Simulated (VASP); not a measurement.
# Co (Im-3m) in VASP: further runs

The runs below take Co through single point, relaxation of cell and atoms, with r2SCAN.

Program: VASP 6.6.1. These are calculated values, not measurements. Logs are shortened: lines on timing, memory, paths and dates and some standing lists are left out, and cuts for length are marked.

## (1) The cell of the first run

Symmetry: Im-3m, No. 229, cubic system. Conventional cell: a = 2.766 Å, b = 2.766 Å, c = 2.766 Å, α = 90.00°, β = 90.00°, γ = 90.00°. Co (site symmetry m-3m) has 14 Co at 2.40 to 2.77 Å within 3.2 Å.

This isn't the form of Co at room conditions, which is hcp.

## (2) Single point, r2SCAN (10.58 Å³/atom)

Contents of POSCAR:

```
Co
1.0
   -1.3830859083      1.3830859083      1.3830859083
    1.3830859083     -1.3830859083      1.3830859083
    1.3830859083      1.3830859083     -1.3830859083
Co
1
Direct
    0.0000000000      0.0000000000      0.0000000000
```

Contents of INCAR.step1:

```
SYSTEM = Co
ALGO = Normal
EDIFF = 1E-4
ENCUT = 520
GGA = PE
ISMEAR = -1
LASPH = .True.
LCHARG = .False.
LREAL = .False.
LWAVE = .True.
NBANDS = 10
NELM = 60
PREC = Accurate
SIGMA = 0.1
```

Contents of INCAR.step2:

```
SYSTEM = Co
ALGO = Normal
EDIFF = 1E-7
ENCUT = 520
ISIF = 2
ISMEAR = -1
ISTART = 1
LASPH = .True.
LCHARG = .False.
LMIXTAU = .True.
LREAL = .False.
LWAVE = .False.
METAGGA = R2SCAN
NBANDS = 10
NELM = 60
PREC = Accurate
SIGMA = 0.1
```

Contents of KPOINTS:

```
k-points
0
Gamma
  18 18 18
  0 0 0
```

Potentials or basis: VASP PAW PBE potentials, release 64 (Co).

The run is started by

```
$ cat potpaw_PBE.64/Co/POTCAR > POTCAR
$ cp INCAR.step1 INCAR
$ mpirun -np 1 vasp_std > vasp.out
$ cp INCAR.step2 INCAR
$ mpirun -np 1 vasp_std > vasp.out
```

OUTCAR:

```text
SYSTEM = Co
   EDIFF = 1E-7
   ENCUT = 520
   ISIF = 2
   ISMEAR = -1
   ISTART = 1
   LASPH = .True.
   LREAL = .False.
   METAGGA = R2SCAN
   NELM = 60
   PREC = Accurate

 ion  position               nearest neighbor table
   1  0.000  0.000  0.000-

  LATTYP: Found a body centered cubic cell.
 ALAT       =     2.7661718166

  Lattice vectors:

 A1 = (  -1.3830859083,   1.3830859083,   1.3830859083)
 A2 = (   1.3830859083,  -1.3830859083,   1.3830859083)
 A3 = (   1.3830859083,   1.3830859083,  -1.3830859083)

Analysis of symmetry for initial positions (statically):
=====================================================================
 Subroutine PRICEL returns:
 Original cell was already a primitive cell.

 Routine SETGRP: Setting up the symmetry group for a
 body centered cubic supercell.

 Subroutine GETGRP returns: Found 48 space group operations
 (whereof 48 operations were pure point group operations)
 out of a pool of 48 trial point group operations.

The static configuration has the point symmetry O_h .

Analysis of symmetry for dynamics (positions and initial velocities):
=====================================================================
 Subroutine PRICEL returns:
 Original cell was already a primitive cell.

 Routine SETGRP: Setting up the symmetry group for a
 body centered cubic supercell.

 Subroutine GETGRP returns: Found 48 space group operations
 (whereof 48 operations were pure point group operations)
 out of a pool of 48 trial point group operations.

The dynamic configuration has the point symmetry O_h .

 Subroutine INISYM returns: Found 48 space group operations
 (whereof 48 operations are pure point group operations),
 and found     1 'primitive' translations

----------------------------------------------------------------------------------------

                                     Primitive cell

  volume of cell :      10.5830

  direct lattice vectors                    reciprocal lattice vectors
    -1.383085908  1.383085908  1.383085908     0.000000000  0.361510443  0.361510443
     1.383085908 -1.383085908  1.383085908     0.361510443  0.000000000  0.361510443
     1.383085908  1.383085908 -1.383085908     0.361510443  0.361510443  0.000000000

  length of vectors
     2.395575064  2.395575064  2.395575064     0.511252972  0.511252972  0.511252972

  position of ions in fractional coordinates (direct lattice)
     0.000000000  0.000000000  0.000000000

  ion indices of the primitive-cell ions
   primitive index   ion index
                 1           1

----------------------------------------------------------------------------------------

 KPOINTS: k-points

Automatic generation of k-mesh.
 Grid dimensions read from file:
 generate k-points for:   18   18   18

 Generating k-lattice:

  Cartesian coordinates                     Fractional coordinates (reciprocal lattice)
     0.000000000  0.020083914  0.020083914     0.055555556  0.000000000  0.000000000
     0.020083914  0.000000000  0.020083914     0.000000000  0.055555556  0.000000000
     0.020083914  0.020083914  0.000000000     0.000000000  0.000000000  0.055555556

  Length of vectors
     0.028402943  0.028402943  0.028402943

  Shift w.r.t. Gamma in fractional coordinates (k-lattice)
     0.000000000  0.000000000  0.000000000

 Subroutine IBZKPT returns following result:
 ===========================================

 Found    195 irreducible k-points:

 Following reciprocal coordinates:
            Coordinates               Weight
  0.000000  0.000000  0.000000      1.000000
  0.055556  0.000000  0.000000     12.000000
  0.111111  0.000000  0.000000     12.000000
  0.166667  0.000000  0.000000     12.000000
  0.222222  0.000000  0.000000     12.000000
  0.277778  0.000000  0.000000     12.000000
[... 16 lines left out ...]
  0.333333  0.111111 -0.000000     48.000000
  0.388889  0.111111 -0.000000     48.000000
 [... further k-points ...]
   k-points           NKPTS =    195   k-points in BZ     NKDIM =    195   number of bands    NBANDS=     10
   number of dos      NEDOS =    301   number of ions     NIONS =      1
   total plane-waves  NPLWV =   5832
   dimension x,y,z NGX =    18 NGY =   18 NGZ =   18
   dimension x,y,z NGXF=    36 NGYF=   36 NGZF=   36
   ions per type =               1
   NGX,Y,Z   is equivalent  to a cutoff of  12.49, 12.49, 12.49 a.u.
   NGXF,Y,Z  is equivalent  to a cutoff of  24.98, 24.98, 24.98 a.u.
 SYSTEM =  Co
   PREC   = accura    normal or accurate (medium, high low for compatibility)
   ISTART =      1    job   : 0-new  1-cont  2-samecut
   ICHARG =      0    charge: 1-file 2-atom 10-const
   ISPIN  =      1    spin polarized calculation?
   LNONCOLLINEAR =      F non collinear calculations
   LSORBIT =      F    spin-orbit coupling
   LASPH  =      T    aspherical Exc in radial PAW
   ENCUT  =  520.0 eV  38.22 Ry    6.18 a.u.   4.45  4.45  4.45*2*pi/ulx,y,z
   NELM   =     60;   NELMIN=  2; NELMDL=  0     # of ELM steps
   EDIFF  = 0.1E-06   stopping-criterion for ELM
   LREAL  =      F    real-space projection
   EDIFFG = 0.1E-05   stopping-criterion for IOM
   NSW    =      0    number of steps for IOM
   IBRION =     -1    ionic relax: 0-MD 1-quasi-New 2-CG
   NFREE  =      0    steps in history (QN), initial steepest desc. (CG)
   ISIF   =      2    stress and relaxation
   ISYM   =      2    0-nonsym 1-usesym 2-fastsym
   POTIM  = 0.5000    time-step for ionic-motion
   TEBEG  =    0.0;   TEEND  =   0.0 temperature during run
   PSTRESS=    0.0 pullay stress
   NELECT =       9.0000    total number of electrons
   NUPDOWN=      -1.0000    fix difference up-down
   EMIN   =  10.00;   EMAX   =-10.00  energy-range for DOS
   EFERMI =   0.00;   METHOD = LEGACY
   ISMEAR =    -1;   SIGMA  =   0.10  broadening in eV -4-tet -1-fermi 0-gaus
   EFERMI_NEDOS =   21; number of points for ismear=-14 and -15
   IALGO  =     38    algorithm
   IMIX   =      4    mixing-type and parameters
     AMIX     =   0.40;   BMIX     =  1.00
     AMIX_MAG =   1.60;   BMIX_MAG =  1.00
  volume/ion in A,a.u.               =      10.58        71.42
  Fermi-wavevector in a.u.,A,eV,Ry     =   1.551029  2.931019 32.731402  2.405690
  Thomas-Fermi vector in A             =   2.655607
   LORBIT       =      0    0 simple, 1 ext, 2 COOP (PROOUT), +10 PAW based schemes
   METAGGA = R2SCAN    functional components
   LHFCALC =     F    Hartree Fock is set to
   AEXX    =    0.0000 exact exchange contribution
   IVDW    =     0    specifies the selected vdW correction
   LEPSILON=     F    determine dielectric tensor
   LRPA    =     F    only Hartree local field effects (RPA)
 non-spin polarized calculation
  energy-cutoff  :      520.00
  volume of cell :       10.58
 maximum number of plane-waves:       321
 NGX is ok and might be reduce to    18
   NGX =  9   NGY =  9   NGZ =  9

 number of electron       9.0000011 magnetization

 Free energy of the ion-electron system (eV)
  ---------------------------------------------------
  ext. energy  EPLUGINS =         0.00000000
  ---------------------------------------------------
  free energy    TOTEN  =       -12.51961603 eV

  energy without entropy =      -12.41130915  energy(sigma->0) =      -12.46546259

 E-fermi :  10.2497     XC(G=0): -14.7623

 val. band max:       10.2488791800   @ k =   0.3333   0.2778   0.0000
 cond. band min:      10.2513983391   @ k =  -0.2222   0.3889   0.0556
 fundamental gap:      0.0025191592
 Fermi energy:        10.2497294071

 k-point     1 :       0.0000    0.0000    0.0000
  band No.  band energies     occupation
      1       0.9628      2.00000
      2       8.4207      2.00000
      3       8.4207      2.00000
      4       8.4208      2.00000
      5       9.9409      1.91282
      6       9.9409      1.91282
      7      37.5569      0.00000
      8      37.5569      0.00000
      9      37.5570      0.00000
     10      43.2123      0.00000

 k-point     2 :       0.0556    0.0000    0.0000
  band No.  band energies     occupation
      1       1.1011      2.00000
      2       8.3831      2.00000
      3       8.4166      2.00000
      4       8.4919      2.00000
      5       9.9025      1.93979
      6       9.9439      1.91030
      7      36.5859      0.00000
      8      37.3502      0.00000
      9      37.4356      0.00000
     10      42.6132      0.00000

 k-point     3 :       0.1111    0.0000    0.0000
  band No.  band energies     occupation
      1       1.5091      2.00000
      2       8.2757      2.00000
      3       8.3938      2.00000
      4       8.6999      2.00000
      5       9.8104      1.97559
      6       9.9535      1.90167
      7      34.3721      0.00000
      8      36.6273      0.00000
      9      37.1338      0.00000
     10      41.4356      0.00000

 k-point     4 :       0.1667    0.0000    0.0000
  band No.  band energies     occupation
      1       2.1629      2.00000
      2       8.1139      2.00000
      3       8.3313      2.00000
      4       9.0288      1.99999
      5       9.7234      1.98969
      6       9.9715      1.88346
      7      31.6637      0.00000
      8      35.4438      0.00000
      9      36.7669      0.00000
     10      39.3991      0.00000
[... 222 lines left out ...]
 k-point    22 :       0.2778    0.1111    0.0000
  band No.  band energies     occupation
      1       5.0922      2.00000
      2       7.5407      2.00000
      3       8.0850      2.00000
      4       9.7280      1.98922
      5      10.1765      1.35053
      6      10.9023      0.00293
      7      23.5126      0.00000
      8      29.0409      0.00000
      9      33.1306      0.00000
     10      37.5624      0.00000

 k-point    23 :       0.3333    0.1111   -0.0000
  band No.  band energies     occupation
      1       5.5590      2.00000
      2       7.4054      2.00000
      3       8.4933      2.00000
      4       9.8307      1.97016
      5      10.2659      0.91931
      6      11.5800      0.00000
      7      21.0817      0.00000
      8      28.3518      0.00000
      9      32.2334      0.00000
     10      37.4066      0.00000

 k-point    24 :       0.3889    0.1111   -0.0000
  band No.  band energies     occupation
      1       5.7163      2.00000
      2       7.3212      2.00000
      3       8.9418      2.00000
      4       9.8861      1.94866
      5      10.4048      0.35004
      6      12.3093      0.00000
      7      19.1627      0.00000
      8      27.9184      0.00000
      9      31.6705      0.00000
     10      37.3100      0.00000

 [... further k-points ...]

------------------------ aborting loop because EDIFF is reached ----------------------------------------

  FORCE on cell =-STRESS in cart. coord.  units (eV):
  Direction    XX          YY          ZZ          XY          YZ          ZX
  --------------------------------------------------------------------------------------
  -------------------------------------------------------------------------------------
  Total       -0.6087240     -0.6087240     -0.6087240      0.0000000     -0.0000000      0.0000000
  in kB      -92.1559864    -92.1559864    -92.1559864      0.0000000     -0.0000000      0.0000000
  external PRESSURE =     -92.1559864 kB  Pullay stress =       0.0000000 kB

 VOLUME and BASIS-vectors are now :
 -----------------------------------------------------------------------------
  energy-cutoff  :      520.00
  volume of cell :       10.58
      direct lattice vectors                 reciprocal lattice vectors
    -1.383085908  1.383085908  1.383085908     0.000000000  0.361510443  0.361510443
     1.383085908 -1.383085908  1.383085908     0.361510443  0.000000000  0.361510443
     1.383085908  1.383085908 -1.383085908     0.361510443  0.361510443  0.000000000

 POSITION                                       TOTAL-FORCE (eV/Angst)
 -----------------------------------------------------------------------------------
      0.00000      0.00000      0.00000         0.000000     -0.000000      0.000000
 -----------------------------------------------------------------------------------
    total drift:                                0.000000     -0.000000      0.000000

  FREE ENERGIE OF THE ION-ELECTRON SYSTEM (eV)
  ---------------------------------------------------
  free  energy   TOTEN  =       -12.5196160316 eV

  energy  without entropy=      -12.4113091452  energy(sigma->0) =      -12.46546259
```

It took 45 s on 1 thread of AMD EPYC 9R45 (Zen 5), shared host; peak memory 0.11 GiB.

Results:

```
Free energy            : -12.5196 eV
Pressure               : -9.2 GPa
Band gap on the k mesh : zero (an odd number of electrons rules out a gap without spin polarisation)
```

Caveat: the cell stands under tension; the PAW data sets were made with another functional, which shifts forces and pressure a little; the run has no spin polarisation, though such a crystal can be magnetic. Spin polarisation is off, so any magnetic state and its effect on volume and gap are missing.

## (3) Single point, r2SCAN

This run uses another cell than the first one, of 10.18 Å³/atom.

Contents of POSCAR:

```
Co
1.0
   -1.3651217203      1.3651217203      1.3651217203
    1.3651217203     -1.3651217203      1.3651217203
    1.3651217203      1.3651217203     -1.3651217203
Co
1
Direct
    0.0000000000      0.0000000000      0.0000000000
```

Contents of INCAR.step1:

```
ALGO     = Normal         # electronic algorithm
EDIFF    = 1E-4           # SCF threshold, eV
ENCUT    = 520            # plane-wave cutoff, eV
GGA      = PE             # functional
ISMEAR   = -1             # smearing method
LASPH    = T              # aspherical terms in the spheres
LCHARG   = F              # write CHGCAR
LREAL    = F              # projectors in reciprocal space
LWAVE    = T              # write WAVECAR
NBANDS   = 10             # bands
NELM     = 60             # most SCF steps
PREC     = Accurate       # precision mode
SIGMA    = 0.1            # smearing width, eV
```

Contents of INCAR.step2:

```
ALGO     = Normal         # electronic algorithm
EDIFF    = 1E-6           # SCF threshold, eV
ENCUT    = 520            # plane-wave cutoff, eV
ISIF     = 2              # what is computed and relaxed
ISMEAR   = -1             # smearing method
ISTART   = 1            
LASPH    = T              # aspherical terms in the spheres
LCHARG   = T              # write CHGCAR
LELF     = T              # ELF
LMIXTAU  = T            
LREAL    = F              # projectors in reciprocal space
LVHAR    = T            
LWAVE    = F              # write WAVECAR
METAGGA  = R2SCAN         # meta-GGA
NBANDS   = 10             # bands
NELM     = 60             # most SCF steps
PREC     = Accurate       # precision mode
SIGMA    = 0.1            # smearing width, eV
```

Contents of KPOINTS:

```
k-points
0
Gamma
  26 26 26
```

Potentials or basis: VASP PAW PBE potentials, release 64 (Co).

The run is started by

```
$ cat potpaw_PBE.64/Co/POTCAR > POTCAR
$ cp INCAR.step1 INCAR
$ mpirun -np 1 vasp_std > vasp.out
$ cp INCAR.step2 INCAR
$ mpirun -np 1 vasp_std > vasp.out
```

Wall time 1.8 min (1 thread of AMD EPYC 9R45 (Zen 5), shared host); peak memory 0.13 GiB.

Results (log left out):

```yaml
Free_energy: -12.5321 eV
Pressure: 0.2 GPa
Band_gap_on_the_k_mesh: zero (an odd number of electrons rules out a gap without spin polarisation)
```

Levels at points of the mesh, in eV from the Fermi level:
| k point | band 1 | band 2 | band 3 | band 4 | band 5 | band 6 | band 7 | band 8 | band 9 | band 10 |
| --- | --- | --- | --- | --- | --- | --- | --- | --- | --- | --- |
| (0.00, 0.00, 0.00) | -9.55 | -1.94 | -1.94 | -1.94 | -0.33 | -0.33 | 27.71 | 27.71 | 27.71 | 33.67 |
| (0.50, 0.00, 0.00) | -5.02 | -3.17 | -0.34 | -0.10 | 0.34 | 1.00 | 8.40 | 20.44 | 22.82 | 25.99 |
| (0.50, 0.50, 0.50) | -4.72 | -4.72 | 0.71 | 0.71 | 0.71 | 11.11 | 11.11 | 11.11 | 17.24 | 17.24 |

Caveat: the PAW data sets were made with another functional, which shifts forces and pressure a little; the run has no spin polarisation, though such a crystal can be magnetic.

(Continued in part 2 of 2.)
